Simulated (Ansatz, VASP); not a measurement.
## KBr in VASP and in Ansatz

```
K Br
1.0
     0.00000    3.27453    3.27453
     3.27453    0.00000    3.27453
     3.27453    3.27453    0.00000
K Br
1 1
Direct
  0.00000 0.00000 0.00000
  0.50000 0.50000 0.50000
```

Alike in both runs: functional PBEsol; k mesh 6 × 6 × 6; occupations gaussian, width 0.02 eV; no spin polarisation.

Ansatz relaxed the structure, and its values are those at the end. VASP's run is a single point on that final structure, the one shown.

|  | VASP | Ansatz |
| --- | --- | --- |
| version | VASP 6.6.1 | Ansatz 0.2.0 |
| potentials or method | VASP PAW PBE potentials, release 64 (K_sv, Br), cutoff 500 eV | scalar-relativistic, plane waves, PAW |
| valence electrons in the cell | 16 | 16 |

VASP gave:

| Item | Value |
| --- | --- |
| gap on the k mesh at the Fermi level (eV) | 4.34 |
| least direct gap on the mesh (eV) | 4.34 |
| pressure (GPa) | 0.1 |

What did Ansatz give for the same quantities?

gap on the k mesh at the Fermi level (eV): 4.34; least direct gap on the mesh (eV): 4.34; pressure (GPa): 0.0.

VASP's potentials were made for PBE, not for PBEsol. The functional is the same, so the differences come from potentials, cutoffs and numerics.
